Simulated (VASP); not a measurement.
# BN: single point with LDA

Crystal: BN.

```
B N
1.0
     2.54289    0.00000    0.00000
    -1.27145    2.20221    0.00000
     0.00000    0.00000    6.96574
B N
2 2
Direct
  0.33333 0.66667 0.25000
  0.66667 0.33333 0.75000
  0.33333 0.66667 0.75000
  0.66667 0.33333 0.25000
```

This cell differs from its parent crystal: volume 9.752 Å^3 an atom, c/a of the conventional cell 2.7393.

* Program: VASP 6.6.1
* Task: single point
* Functional: LDA
* Potentials or basis: VASP PAW LDA potentials, release 64 (B, N)
* Cutoff: 520 eV
* k mesh: 12 × 12 × 4
* Occupations: gaussian, width 0.05 eV
* Spin: no spin polarisation

| Quantity | Value |
| --- | --- |
| Pressure | -14.0 GPa |
| Band gap on the k mesh | 4.07 eV, indirect (least direct gap 4.40 eV) |

Stress tensor (GPa, compression positive):
```
-20.23   0.00   0.00
  0.00 -20.23   0.00
  0.00   0.00  -1.41
```

Levels at points of the mesh, in eV from the valence-band top:
| k point | band 4 | band 5 | band 6 | band 7 | band 8 | band 9 | band 10 | band 11 | band 12 | band 13 |
| --- | --- | --- | --- | --- | --- | --- | --- | --- | --- | --- |
| (0.00, 0.00, 0.00) | -4.12 | -1.39 | -1.39 | -1.37 | -1.37 | 4.66 | 9.33 | 11.06 | 11.06 | 11.15 |
| (0.50, 0.00, 0.00) | -8.63 | -4.09 | -4.04 | -1.31 | -0.48 | 4.07 | 5.23 | 9.02 | 9.47 | 11.91 |
| (0.00, 0.00, 0.50) | -5.12 | -1.38 | -1.38 | -1.38 | -1.38 | 6.77 | 6.77 | 11.11 | 11.11 | 11.11 |
| (0.50, 0.00, 0.50) | -8.66 | -4.06 | -4.06 | -0.89 | -0.89 | 4.49 | 4.49 | 9.39 | 9.39 | 12.71 |

Run time: 19 s on 1 thread of AMD EPYC 9R45 96-Core Processor (Zen 5), with other jobs on the host, peak memory 0.12 GiB.

 A k mesh can miss the band edges.
